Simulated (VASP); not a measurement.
# MgO (Fm-3m) in VASP: a series of runs, part 2 of 2

VASP 6.6.1. The steps go on from the part before.

**6. Single point, LDA**

The input, INCAR:

```
PREC = Accurate ; ENCUT = 600
EDIFF = 1E-6 ; ISMEAR = -1
SIGMA = 0.003 ; LREAL = F
LASPH = T ; NELM = 120
ALGO = Normal ; ISIF = 2
LWAVE = F ; LCHARG = F
GGA = CA ; NBANDS = 11
GGA_COMPAT = F
```

The input, KPOINTS:

```
regular mesh
0
Gamma
  8 8 8
```

The input, POSCAR:

```
MgO
1.0
    0.0000000000      2.1100000000      2.1100000000
    2.1100000000      0.0000000000      2.1100000000
    2.1100000000      2.1100000000      0.0000000000
Mg O
1 1
Direct
    0.0000000000      0.0000000000      0.0000000000
    0.5000000000      0.5000000000      0.5000000000
```

Potentials or basis: VASP PAW LDA potentials, release 64 (Mg, O).

Run with:

```
$ cat potpaw_LDA.64/Mg/POTCAR potpaw_LDA.64/O/POTCAR > POTCAR
$ mpirun -np 1 vasp_std > vasp.out
```

OUTCAR:

```text
PREC = Accurate
   ENCUT = 600
   EDIFF = 1E-6
   ISMEAR = -1
   LREAL = F
   LASPH = T
   NELM = 120
   ISIF = 2
   GGA = CA

 ion  position               nearest neighbor table
   1  0.000  0.000  0.000-   2 2.11   2 2.11   2 2.11   2 2.11   2 2.11   2 2.11
   2  0.500  0.500  0.500-   1 2.11   1 2.11   1 2.11   1 2.11   1 2.11   1 2.11

  LATTYP: Found a face centered cubic cell.
 ALAT       =     4.2200000000

  Lattice vectors:

 A1 = (   0.0000000000,   2.1100000000,   2.1100000000)
 A2 = (   2.1100000000,   0.0000000000,   2.1100000000)
 A3 = (   2.1100000000,   2.1100000000,   0.0000000000)

Analysis of symmetry for initial positions (statically):
=====================================================================
 Subroutine PRICEL returns:
 Original cell was already a primitive cell.

 Routine SETGRP: Setting up the symmetry group for a
 face centered cubic supercell.

 Subroutine GETGRP returns: Found 48 space group operations
 (whereof 48 operations were pure point group operations)
 out of a pool of 48 trial point group operations.

The static configuration has the point symmetry O_h .

Analysis of symmetry for dynamics (positions and initial velocities):
=====================================================================
 Subroutine PRICEL returns:
 Original cell was already a primitive cell.

 Routine SETGRP: Setting up the symmetry group for a
 face centered cubic supercell.

 Subroutine GETGRP returns: Found 48 space group operations
 (whereof 48 operations were pure point group operations)
 out of a pool of 48 trial point group operations.

The dynamic configuration has the point symmetry O_h .

 Subroutine INISYM returns: Found 48 space group operations
 (whereof 48 operations are pure point group operations),
 and found     1 'primitive' translations

----------------------------------------------------------------------------------------

                                     Primitive cell

  volume of cell :      18.7879

  direct lattice vectors                    reciprocal lattice vectors
     0.000000000  2.110000000  2.110000000    -0.236966825  0.236966825  0.236966825
     2.110000000  0.000000000  2.110000000     0.236966825 -0.236966825  0.236966825
     2.110000000  2.110000000  0.000000000     0.236966825  0.236966825 -0.236966825

  length of vectors
     2.983990617  2.983990617  2.983990617     0.410438580  0.410438580  0.410438580

  position of ions in fractional coordinates (direct lattice)
     0.000000000  0.000000000  0.000000000
     0.500000000  0.500000000  0.500000000

  ion indices of the primitive-cell ions
   primitive index   ion index
                 1           1
                 2           2

----------------------------------------------------------------------------------------

 KPOINTS: regular mesh

Automatic generation of k-mesh.
 Grid dimensions read from file:
 generate k-points for:    8    8    8

 Generating k-lattice:

  Cartesian coordinates                     Fractional coordinates (reciprocal lattice)
    -0.029620853  0.029620853  0.029620853     0.125000000  0.000000000  0.000000000
     0.029620853 -0.029620853  0.029620853     0.000000000  0.125000000  0.000000000
     0.029620853  0.029620853 -0.029620853     0.000000000  0.000000000  0.125000000

  Length of vectors
     0.051304822  0.051304822  0.051304822

  Shift w.r.t. Gamma in fractional coordinates (k-lattice)
     0.000000000  0.000000000  0.000000000

 Subroutine IBZKPT returns following result:
 ===========================================

 Found     29 irreducible k-points:

 Following reciprocal coordinates:
            Coordinates               Weight
  0.000000  0.000000  0.000000      1.000000
  0.125000  0.000000  0.000000      8.000000
  0.250000  0.000000  0.000000      8.000000
  0.375000  0.000000  0.000000      8.000000
  0.500000  0.000000  0.000000      4.000000
  0.125000  0.125000  0.000000      6.000000
[... 16 lines left out ...]
  0.500000  0.250000  0.125000     48.000000
 -0.375000  0.250000  0.125000     24.000000
 [... further k-points ...]
   k-points           NKPTS =     29   k-points in BZ     NKDIM =     29   number of bands    NBANDS=     11
   number of dos      NEDOS =    301   number of ions     NIONS =      2
   total plane-waves  NPLWV =  13824
   dimension x,y,z NGX =    24 NGY =   24 NGZ =   24
   dimension x,y,z NGXF=    48 NGYF=   48 NGZF=   48
   ions per type =               1   1
   NGX,Y,Z   is equivalent  to a cutoff of  13.37, 13.37, 13.37 a.u.
   NGXF,Y,Z  is equivalent  to a cutoff of  26.74, 26.74, 26.74 a.u.
 SYSTEM =  unknown system
   PREC   = accura    normal or accurate (medium, high low for compatibility)
   ISTART =      0    job   : 0-new  1-cont  2-samecut
   ICHARG =      2    charge: 1-file 2-atom 10-const
   ISPIN  =      1    spin polarized calculation?
   LNONCOLLINEAR =      F non collinear calculations
   LSORBIT =      F    spin-orbit coupling
   LASPH  =      T    aspherical Exc in radial PAW
   ENCUT  =  600.0 eV  44.10 Ry    6.64 a.u.   5.96  5.96  5.96*2*pi/ulx,y,z
   NELM   =    120;   NELMIN=  2; NELMDL= -5     # of ELM steps
   EDIFF  = 0.1E-05   stopping-criterion for ELM
   LREAL  =      F    real-space projection
   EDIFFG = 0.1E-04   stopping-criterion for IOM
   NSW    =      0    number of steps for IOM
   IBRION =     -1    ionic relax: 0-MD 1-quasi-New 2-CG
   NFREE  =      0    steps in history (QN), initial steepest desc. (CG)
   ISIF   =      2    stress and relaxation
   ISYM   =      2    0-nonsym 1-usesym 2-fastsym
   POTIM  = 0.5000    time-step for ionic-motion
   TEBEG  =    0.0;   TEEND  =   0.0 temperature during run
   PSTRESS=    0.0 pullay stress
   NELECT =       8.0000    total number of electrons
   NUPDOWN=      -1.0000    fix difference up-down
   EMIN   =  10.00;   EMAX   =-10.00  energy-range for DOS
   EFERMI =   0.00;   METHOD = LEGACY
   ISMEAR =    -1;   SIGMA  =   0.00  broadening in eV -4-tet -1-fermi 0-gaus
   EFERMI_NEDOS =   21; number of points for ismear=-14 and -15
   IALGO  =     38    algorithm
   IMIX   =      4    mixing-type and parameters
     AMIX     =   0.40;   BMIX     =  1.00
     AMIX_MAG =   1.60;   BMIX_MAG =  1.00
  volume/ion in A,a.u.               =       9.39        63.39
  Fermi-wavevector in a.u.,A,eV,Ry     =   1.231627  2.327437 20.638731  1.516904
  Thomas-Fermi vector in A             =   2.366429
   LORBIT       =      0    0 simple, 1 ext, 2 COOP (PROOUT), +10 PAW based schemes
   GGA     = CA    functional components
   LHFCALC =     F    Hartree Fock is set to
   AEXX    =    0.0000 exact exchange contribution
   IVDW    =     0    specifies the selected vdW correction
   LEPSILON=     F    determine dielectric tensor
   LRPA    =     F    only Hartree local field effects (RPA)
 non-spin polarized calculation
  energy-cutoff  :      600.00
  volume of cell :       18.79
 maximum number of plane-waves:       638
   NGX = 11   NGY = 11   NGZ = 11

 number of electron       8.0000005 magnetization

 Free energy of the ion-electron system (eV)
  ---------------------------------------------------
  ext. energy  EPLUGINS =         0.00000000
  ---------------------------------------------------
  free energy    TOTEN  =       -13.42269608 eV

  energy without entropy =      -13.42269608  energy(sigma->0) =      -13.42269608

 E-fermi :   2.8916     XC(G=0): -11.5644

 val. band max:        2.8356433096   @ k =   0.0000   0.0000   0.0000
 cond. band min:       7.4384710638   @ k =   0.0000   0.0000   0.0000
 fundamental gap:      4.6028277543
 Fermi energy:         2.8916227758

 k-point     1 :       0.0000    0.0000    0.0000
  band No.  band energies     occupation
      1     -14.1361      2.00000
      2       2.8356      2.00000
      3       2.8356      2.00000
      4       2.8356      2.00000
      5       7.4385      0.00000
      6      18.3325      0.00000
      7      18.3325      0.00000
      8      18.3325      0.00000
      9      22.3422      0.00000
     10      23.9786      0.00000
     11      23.9786      0.00000
[... 309 lines left out ...]
 k-point    24 :      -0.3750    0.2500    0.1250
  band No.  band energies     occupation
      1     -12.6422      2.00000
      2      -1.2161      2.00000
      3       0.8762      2.00000
      4       1.8370      2.00000
      5      12.2976      0.00000
      6      14.7784      0.00000
      7      15.9731      0.00000
      8      19.3537      0.00000
      9      23.0235      0.00000
     10      24.4982      0.00000
     11      28.5340      0.00000

 [... further k-points ...]
[... 5 lines left out ...]
  --------------------------------------------------------------------------------------
  -------------------------------------------------------------------------------------
  Total       -1.0301353     -1.0301353     -1.0301353      0.0000000      0.0000000     -0.0000000
  in kB      -87.8471141    -87.8471141    -87.8471141      0.0000000      0.0000000     -0.0000000
  external PRESSURE =     -87.8471141 kB  Pullay stress =       0.0000000 kB

 VOLUME and BASIS-vectors are now :
 -----------------------------------------------------------------------------
  energy-cutoff  :      600.00
  volume of cell :       18.79
      direct lattice vectors                 reciprocal lattice vectors
     0.000000000  2.110000000  2.110000000    -0.236966825  0.236966825  0.236966825
     2.110000000  0.000000000  2.110000000     0.236966825 -0.236966825  0.236966825
     2.110000000  2.110000000  0.000000000     0.236966825  0.236966825 -0.236966825

 POSITION                                       TOTAL-FORCE (eV/Angst)
 -----------------------------------------------------------------------------------
      0.00000      0.00000      0.00000        -0.000000      0.000000      0.000000
      2.11000      2.11000      2.11000         0.000000     -0.000000     -0.000000
 -----------------------------------------------------------------------------------
    total drift:                               -0.000000     -0.000000      0.000000

  FREE ENERGIE OF THE ION-ELECTRON SYSTEM (eV)
  ---------------------------------------------------
  free  energy   TOTEN  =       -13.4226960769 eV

  energy  without entropy=      -13.4226960769  energy(sigma->0) =      -13.42269608
```

OSZICAR:

```text
N       E                     dE             d eps       ncg     rms          rms(c)
DAV:   1     0.139927843468E+02    0.13993E+02   -0.50695E+03   702   0.736E+02
DAV:   2    -0.143065239535E+02   -0.28299E+02   -0.27895E+02   733   0.141E+02
DAV:   3    -0.149882383374E+02   -0.68171E+00   -0.68083E+00   783   0.188E+01
DAV:   4    -0.149900773401E+02   -0.18390E-02   -0.18390E-02   698   0.104E+00
DAV:   5    -0.149900826005E+02   -0.52604E-05   -0.52604E-05   752   0.531E-02    0.703E+00
DAV:   6    -0.134876621204E+02    0.15024E+01   -0.88415E+00   671   0.161E+01    0.227E+00
DAV:   7    -0.134475653626E+02    0.40097E-01   -0.71191E-02   686   0.232E+00    0.130E+00
DAV:   8    -0.134232665002E+02    0.24299E-01   -0.33697E-02   674   0.186E+00    0.243E-01
DAV:   9    -0.134228691675E+02    0.39733E-03   -0.44984E-04   722   0.157E-01    0.145E-01
DAV:  10    -0.134226967254E+02    0.17244E-03   -0.44612E-04   689   0.177E-01    0.642E-03
DAV:  11    -0.134226960769E+02    0.64856E-06   -0.48743E-06   707   0.124E-02
   1 F= -.13422696E+02 E0= -.13422696E+02  d E =-.544130E-11
```

Wall time 5.8 s (1 thread of AMD EPYC 7R13 (Zen 3), shared host); peak memory 0.1 GiB.

What came out:

```
Free energy            : -13.4227 eV
Pressure               : -8.8 GPa
Band gap on the k mesh : 4.60 eV, direct
```

Levels at points of the mesh, in eV from the valence-band top:
| k point | band 1 | band 2 | band 3 | band 4 | band 5 | band 6 | band 7 | band 8 | band 9 |
| --- | --- | --- | --- | --- | --- | --- | --- | --- | --- |
| (0.00, 0.00, 0.00) | -16.97 | 0.00 | 0.00 | 0.00 | 4.60 | 15.50 | 15.50 | 15.50 | 19.51 |
| (0.50, 0.00, 0.00) | -15.64 | -4.67 | -0.66 | -0.66 | 7.70 | 12.34 | 15.94 | 15.94 | 20.48 |
| (0.50, 0.50, 0.00) | -15.37 | -4.13 | -1.36 | -1.36 | 8.89 | 9.64 | 12.83 | 18.55 | 18.55 |

**7. Summary**

| smearing | gap on the mesh (eV) | pressure (GPa) |
| --- | --- | --- |
| fermi-dirac 0.03 eV | 4.60 | -8.8 |
| methfessel-paxton 0.3 eV | 4.60 | -8.8 |
| fermi-dirac 0.01 eV | 4.60 | -8.8 |
| fermi-dirac 0.003 eV | 4.60 | -8.8 |

Alike in all rows: task single point; level LDA; potentials or basis VASP PAW LDA potentials, release 64 (Mg, O); no spin polarisation; cell as given; k mesh 8 × 8 × 8; cutoff (eV) 600.

On the cell as given the gap runs from 4.60 eV (LDA) to 4.60 eV (LDA).

Absolute energies hang on the potentials; compare differences alone.
